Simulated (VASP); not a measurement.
# P (Imma) in VASP: single point with r2SCAN

Aim: the single point of P with r2SCAN.

Everything below comes from runs of VASP 6.6.1. Logs are shortened: lines on timing, memory, paths and dates and some standing lists are left out, and cuts for length are marked.

**1. The cell of the first run**

The structure is orthorhombic, space group Imma (No. 74). The conventional cell has a = 3.100 Å, b = 4.609 Å, c = 4.429 Å, α = 90.00°, β = 90.00°, γ = 90.00°. Within 3.2 Å of P (site symmetry mm2) lie 8 P at 2.33 to 3.10 Å.

**2. Single point, r2SCAN**

File POSCAR:

```
P
1.0
   -1.5498635453      2.3045459397      2.2142597904
    1.5498635453     -2.3045459397      2.2142597904
    1.5498635453      2.3045459397     -2.2142597904
P
2
Direct
    0.8033091100      0.0533091100      0.7500000000
    0.1966908900      0.9466908900      0.2500000000
```

File INCAR.step1:

```
SYSTEM = P
ALGO = Normal
EDIFF = 1E-4
ENCUT = 520
GGA = PE
ISMEAR = 0
LASPH = .TRUE.
LCHARG = .FALSE.
LREAL = .FALSE.
LWAVE = .TRUE.
NBANDS = 12
NELM = 80
PREC = Accurate
SIGMA = 0.15
```

File INCAR.step2:

```
SYSTEM = P
ALGO = Normal
EDIFF = 1E-6
ENCUT = 520
ISIF = 2
ISMEAR = 0
ISTART = 1
LASPH = .TRUE.
LCHARG = .TRUE.
LELF = .TRUE.
LMIXTAU = .TRUE.
LREAL = .FALSE.
LVHAR = .TRUE.
LWAVE = .FALSE.
METAGGA = R2SCAN
NBANDS = 12
NELM = 80
PREC = Accurate
SIGMA = 0.15
```

File KPOINTS:

```
k-points
0
G
  20 20 20
  0 0 0
```

Potentials or basis: VASP PAW PBE potentials, release 64 (P).

Run with:

```console
cat potpaw_PBE.64/P/POTCAR > POTCAR
cp INCAR.step1 INCAR
mpirun -np 1 vasp_std > vasp.out
cp INCAR.step2 INCAR
mpirun -np 1 vasp_std > vasp.out
```

OUTCAR:

```text
SYSTEM = P
   EDIFF = 1E-6
   ENCUT = 520
   ISIF = 2
   ISMEAR = 0
   ISTART = 1
   LASPH = .TRUE.
   LREAL = .FALSE.
   METAGGA = R2SCAN
   NELM = 80
   PREC = Accurate

 ion  position               nearest neighbor table
   1  0.803  0.053  0.750-   2 2.33   2 2.33   2 2.35   2 2.35
   2  0.197  0.947  0.250-   1 2.33   1 2.33   1 2.35   1 2.35

  LATTYP: Found a body centered orthorhombic cell.
 ALAT       =     3.0997270906
 B/A-ratio  =     1.4286804778
 C/A-ratio  =     1.4869347348

  Lattice vectors:

 A1 = (   1.5498635453,  -2.3045459397,  -2.2142597904)
 A2 = (  -1.5498635453,  -2.3045459397,   2.2142597904)
 A3 = (  -1.5498635453,   2.3045459397,  -2.2142597904)

Analysis of symmetry for initial positions (statically):
=====================================================================
 Subroutine PRICEL returns:
 Original cell was already a primitive cell.

 Routine SETGRP: Setting up the symmetry group for a
 body centered orthorhombic supercell.

 Subroutine GETGRP returns: Found  8 space group operations
 (whereof  4 operations were pure point group operations)
 out of a pool of  8 trial point group operations.

The static configuration has the point symmetry C_2h.
 The point group associated with its full space group is D_2h.

Analysis of symmetry for dynamics (positions and initial velocities):
=====================================================================
 Subroutine PRICEL returns:
 Original cell was already a primitive cell.

 Routine SETGRP: Setting up the symmetry group for a
 body centered orthorhombic supercell.

 Subroutine GETGRP returns: Found  8 space group operations
 (whereof  4 operations were pure point group operations)
 out of a pool of  8 trial point group operations.

The dynamic configuration has the point symmetry C_2h.
 The point group associated with its full space group is D_2h.

 Subroutine INISYM returns: Found  8 space group operations
 (whereof  4 operations are pure point group operations),
 and found     1 'primitive' translations

----------------------------------------------------------------------------------------

                                     Primitive cell

  volume of cell :      31.6350

  direct lattice vectors                    reciprocal lattice vectors
    -1.549863545  2.304545940  2.214259790     0.000000000  0.216962479  0.225809095
     1.549863545 -2.304545940  2.214259790     0.322609046  0.000000000  0.225809095
     1.549863545  2.304545940 -2.214259790     0.322609046  0.216962479  0.000000000

  length of vectors
     3.551894624  3.551894624  3.551894624     0.313149269  0.393784642  0.388779261

  position of ions in fractional coordinates (direct lattice)
     0.803309110  0.053309110  0.750000000
     0.196690890  0.946690890  0.250000000

  ion indices of the primitive-cell ions
   primitive index   ion index
                 1           1
                 2           2

----------------------------------------------------------------------------------------

 KPOINTS: k-points

Automatic generation of k-mesh.
 Grid dimensions read from file:
 generate k-points for:   20   20   20

 Generating k-lattice:

  Cartesian coordinates                     Fractional coordinates (reciprocal lattice)
     0.000000000  0.010848124  0.011290455     0.050000000  0.000000000  0.000000000
     0.016130452  0.000000000  0.011290455     0.000000000  0.050000000 -0.000000000
     0.016130452  0.010848124  0.000000000     0.000000000 -0.000000000  0.050000000

  Length of vectors
     0.015657463  0.019689232  0.019438963

  Shift w.r.t. Gamma in fractional coordinates (k-lattice)
     0.000000000  0.000000000  0.000000000

 Subroutine IBZKPT returns following result:
 ===========================================

 Found   1166 irreducible k-points:

 Following reciprocal coordinates:
            Coordinates               Weight
  0.000000  0.000000  0.000000      1.000000
  0.050000 -0.000000  0.000000      4.000000
  0.100000 -0.000000  0.000000      4.000000
  0.150000  0.000000  0.000000      4.000000
  0.200000 -0.000000  0.000000      4.000000
  0.250000  0.000000  0.000000      4.000000
[... 16 lines left out ...]
 -0.450000  0.050000 -0.000000      8.000000
 -0.400000  0.050000  0.000000      8.000000
 [... further k-points ...]
   k-points           NKPTS =   1166   k-points in BZ     NKDIM =   1166   number of bands    NBANDS=     12
   number of dos      NEDOS =    301   number of ions     NIONS =      2
   total plane-waves  NPLWV =  21952
   dimension x,y,z NGX =    28 NGY =   28 NGZ =   28
   dimension x,y,z NGXF=    56 NGYF=   56 NGZF=   56
   ions per type =               2
   NGX,Y,Z   is equivalent  to a cutoff of  13.11, 13.11, 13.11 a.u.
   NGXF,Y,Z  is equivalent  to a cutoff of  26.21, 26.21, 26.21 a.u.
 SYSTEM =  P
   PREC   = accura    normal or accurate (medium, high low for compatibility)
   ISTART =      1    job   : 0-new  1-cont  2-samecut
   ICHARG =      0    charge: 1-file 2-atom 10-const
   ISPIN  =      1    spin polarized calculation?
   LNONCOLLINEAR =      F non collinear calculations
   LSORBIT =      F    spin-orbit coupling
   LASPH  =      T    aspherical Exc in radial PAW
   ENCUT  =  520.0 eV  38.22 Ry    6.18 a.u.   6.60  6.60  6.60*2*pi/ulx,y,z
   NELM   =     80;   NELMIN=  2; NELMDL=  0     # of ELM steps
   EDIFF  = 0.1E-05   stopping-criterion for ELM
   LREAL  =      F    real-space projection
   EDIFFG = 0.1E-04   stopping-criterion for IOM
   NSW    =      0    number of steps for IOM
   IBRION =     -1    ionic relax: 0-MD 1-quasi-New 2-CG
   NFREE  =      0    steps in history (QN), initial steepest desc. (CG)
   ISIF   =      2    stress and relaxation
   ISYM   =      2    0-nonsym 1-usesym 2-fastsym
   POTIM  = 0.5000    time-step for ionic-motion
   TEBEG  =    0.0;   TEEND  =   0.0 temperature during run
   PSTRESS=    0.0 pullay stress
   NELECT =      10.0000    total number of electrons
   NUPDOWN=      -1.0000    fix difference up-down
   EMIN   =  10.00;   EMAX   =-10.00  energy-range for DOS
   EFERMI =   0.00;   METHOD = LEGACY
   ISMEAR =     0;   SIGMA  =   0.15  broadening in eV -4-tet -1-fermi 0-gaus
   EFERMI_NEDOS =   21; number of points for ismear=-14 and -15
   IALGO  =     38    algorithm
   IMIX   =      4    mixing-type and parameters
     AMIX     =   0.40;   BMIX     =  1.00
     AMIX_MAG =   1.60;   BMIX_MAG =  1.00
  volume/ion in A,a.u.               =      15.82       106.74
  Fermi-wavevector in a.u.,A,eV,Ry     =   1.115199  2.107421 16.921141  1.243669
  Thomas-Fermi vector in A             =   2.251801
   LORBIT       =      0    0 simple, 1 ext, 2 COOP (PROOUT), +10 PAW based schemes
   METAGGA = R2SCAN    functional components
   LHFCALC =     F    Hartree Fock is set to
   AEXX    =    0.0000 exact exchange contribution
   IVDW    =     0    specifies the selected vdW correction
   LEPSILON=     F    determine dielectric tensor
   LRPA    =     F    only Hartree local field effects (RPA)
 non-spin polarized calculation
 Gauss-broadening in eV      SIGMA  =   0.15
  energy-cutoff  :      520.00
  volume of cell :       31.63
 maximum number of plane-waves:       875
   NGX = 13   NGY = 13   NGZ = 13

 number of electron      10.0000001 magnetization

 Free energy of the ion-electron system (eV)
  ---------------------------------------------------
  ext. energy  EPLUGINS =         0.00000000
  ---------------------------------------------------
  free energy    TOTEN  =       -17.23465406 eV

  energy without entropy =      -17.22612838  energy(sigma->0) =      -17.23039122

 E-fermi :   8.7761     XC(G=0): -11.4081

 val. band max:        8.7751405224   @ k =   0.2500  -0.2000   0.0500
 cond. band min:       8.7761386198   @ k =   0.5000   0.1000   0.0000
 fundamental gap:      0.0009980974
 Fermi energy:         8.7761324495

 k-point     1 :       0.0000    0.0000    0.0000
  band No.  band energies     occupation
      1      -8.3166      2.00000
      2       4.3351      2.00000
      3       4.7125      2.00000
      4       5.1800      2.00000
      5       8.9364      0.13078
      6       9.9163      0.00000
      7      11.7389      0.00000
      8      13.1107      0.00000
      9      16.5597      0.00000
     10      16.7569      0.00000
     11      17.0264      0.00000
     12      18.0797      0.00000

 k-point     2 :       0.0500   -0.0000    0.0000
  band No.  band energies     occupation
      1      -8.2836      2.00000
      2       3.6961      2.00000
      3       4.7779      2.00000
      4       5.6631      2.00000
      5       8.8843      0.30788
      6      10.0861      0.00000
      7      11.7409      0.00000
      8      13.0313      0.00000
      9      16.5219      0.00000
     10      16.5863      0.00000
     11      17.0162      0.00000
     12      18.2313      0.00000

 k-point     3 :       0.1000   -0.0000    0.0000
  band No.  band energies     occupation
      1      -8.1849      2.00000
      2       2.7364      2.00000
      3       4.8556      2.00000
      4       6.2859      2.00000
      5       8.7426      1.24805
      6      10.5674      0.00000
      7      11.7336      0.00000
      8      12.8148      0.00000
      9      16.0875      0.00000
     10      16.7089      0.00000
     11      16.8216      0.00000
     12      18.6412      0.00000
[... 286 lines left out ...]
 k-point    23 :      -0.4500    0.0500   -0.0000
  band No.  band energies     occupation
      1      -6.2058      2.00000
      2      -2.8380      2.00000
      3       5.8970      2.00000
      4       7.1984      2.00000
      5       8.6719      1.67403
      6      10.6155      0.00000
      7      10.9933      0.00000
      8      11.6446      0.00000
      9      15.0621      0.00000
     10      18.4015      0.00000
     11      19.8448      0.00000
     12      21.4651      0.00000

 k-point    24 :      -0.4000    0.0500    0.0000
  band No.  band energies     occupation
      1      -6.5697      2.00000
      2      -2.2244      2.00000
      3       5.7234      2.00000
      4       7.3091      2.00000
      5       8.5279      1.98071
      6      10.7010      0.00000
      7      11.1789      0.00000
      8      11.8845      0.00000
      9      15.1953      0.00000
     10      17.8245      0.00000
     11      19.4453      0.00000
     12      20.3454      0.00000

 [... further k-points ...]

------------------------ aborting loop because EDIFF is reached ----------------------------------------

  FORCE on cell =-STRESS in cart. coord.  units (eV):
  Direction    XX          YY          ZZ          XY          YZ          ZX
  --------------------------------------------------------------------------------------
  -------------------------------------------------------------------------------------
  Total        2.2699809      2.4124891     -2.6912106      0.0000000      0.0000000      0.0000000
  in kB      114.9649297    122.1823696   -136.2984373      0.0000000      0.0000000      0.0000000
  external PRESSURE =      33.6162873 kB  Pullay stress =       0.0000000 kB

 VOLUME and BASIS-vectors are now :
 -----------------------------------------------------------------------------
  energy-cutoff  :      520.00
  volume of cell :       31.63
      direct lattice vectors                 reciprocal lattice vectors
    -1.549863545  2.304545940  2.214259790     0.000000000  0.216962479  0.225809095
     1.549863545 -2.304545940  2.214259790     0.322609046  0.000000000  0.225809095
     1.549863545  2.304545940 -2.214259790     0.322609046  0.216962479  0.000000000

 POSITION                                       TOTAL-FORCE (eV/Angst)
 -----------------------------------------------------------------------------------
      0.00000      3.45682      0.23608         0.000000      0.000000      1.258212
      1.54986     -1.15227      1.97818        -0.000000     -0.000000     -1.258212
 -----------------------------------------------------------------------------------
    total drift:                                0.000000     -0.000000     -0.000000

  FREE ENERGIE OF THE ION-ELECTRON SYSTEM (eV)
  ---------------------------------------------------
  free  energy   TOTEN  =       -17.2346540603 eV

  energy  without entropy=      -17.2261283839  energy(sigma->0) =      -17.23039122
```

It took 29 min on 1 thread of Intel Xeon 8259CL, shared host; peak memory 0.43 GiB.

Results:

| Property | Result |
| --- | --- |
| Free energy | -17.2347 eV |
| Pressure | 3.4 GPa |
| Largest force | 1.258 eV/Å |
| Band gap on the k mesh | zero (bands 5 and 6 overlap by 3.00 eV) |

Forces on the atoms (eV/Å):
```
P    0.000  0.000  1.258
P    0.000  0.000 -1.258
```

Stress tensor (GPa, compression positive):
```
 11.50   0.00   0.00
  0.00  12.22   0.00
  0.00   0.00 -13.63
```

Caveat: the cell stands under pressure; the PAW data sets were made with another functional, which shifts forces and pressure a little.
